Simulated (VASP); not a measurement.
A run of VASP 6.6.1 is set up as follows.

File INCAR:

```
PREC     = Accurate       # precision mode
ENCUT    = 600            # plane-wave cutoff, eV
EDIFF    = 1E-6           # SCF threshold, eV
ISMEAR   = 0              # smearing method
SIGMA    = 0.1            # smearing width, eV
LREAL    = F              # projectors in reciprocal space
LASPH    = T              # aspherical terms in the spheres
NELM     = 100            # most SCF steps
ALGO     = Normal         # electronic algorithm
ISIF     = 3              # what is computed and relaxed
LWAVE    = F              # write WAVECAR
LCHARG   = F              # write CHGCAR
GGA      = PE             # functional
IBRION   = 2              # ionic algorithm
NSW      = 100            # ionic steps
EDIFFG   = -0.01          # ionic threshold
```

The input KPOINTS:

```
Automatic mesh
0
Gamma
  22 22 22
```

The input POSCAR:

```
Ag
1.0
    0.0000000000      2.0756050217      2.0756050217
    2.0756050217      0.0000000000      2.0756050217
    2.0756050217      2.0756050217      0.0000000000
Ag
1
Direct
    0.5000000000      0.5000000000      0.5000000000
```

Potentials or basis: VASP PAW PBE potentials, release 64 (Ag).

Launch:

```bash
$ cat potpaw_PBE.64/Ag/POTCAR > POTCAR
$ mpirun -np 1 vasp_std > vasp.out
```

Question: Predict the relaxed cell.

Answer: a = 2.931 Å, b = 2.931 Å, c = 2.931 Å, α = 60.00°, β = 60.00°, γ = 60.00°.

Question: Predict the space group after relaxing (to 0.05 Å).

Answer: Fm-3m (No. 225).

Question: Predict the relaxed volume.

Answer: 17.81 Å³/atom.

Final structure:
```
CELL_PARAMETERS angstrom
0.00000 2.07274 2.07274
2.07274 0.00000 2.07274
2.07274 2.07274 0.00000
ATOMIC_POSITIONS crystal
Ag 0.50000 0.50000 0.50000
```
